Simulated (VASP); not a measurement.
A run of VASP 6.6.1 is set up as follows.

The input INCAR:

```
SYSTEM = B
  PREC = Accurate
  ENCUT = 520
  EDIFF = 1E-6
  ISMEAR = -1
  SIGMA = 0.05
  LREAL = .False.
  LASPH = .True.
  NELM = 60
  ALGO = Normal
  ISIF = 2
  LWAVE = .False.
  LCHARG = .False.
  GGA = PE
  NBANDS = 10
```

File KPOINTS:

```
regular mesh
0
Gamma
  18 18 18
  0 0 0
```

File POSCAR:

```
B
1.0
    0.0000000000      1.7546082582      1.7546082582
    1.7546082582      0.0000000000      1.7546082582
    1.7546082582      1.7546082582      0.0000000000
B
2
Direct
   -0.1250000000     -0.1250000000     -0.1250000000
    0.1250000000      0.1250000000      0.1250000000
```

Potentials or basis: VASP PAW PBE potentials, release 64 (B).

Launch:

```bash
$ cat potpaw_PBE.64/B/POTCAR > POTCAR
$ mpirun -np 1 vasp_std > vasp.out
```

(1) What does it give for the pressure?

(2) What does it give for the band gap on the k mesh?

Answers

(1) 160.7 GPa.

(2) zero (band 3 reaches 13.38 eV, above the bottom of band 4 at 2.81 eV).
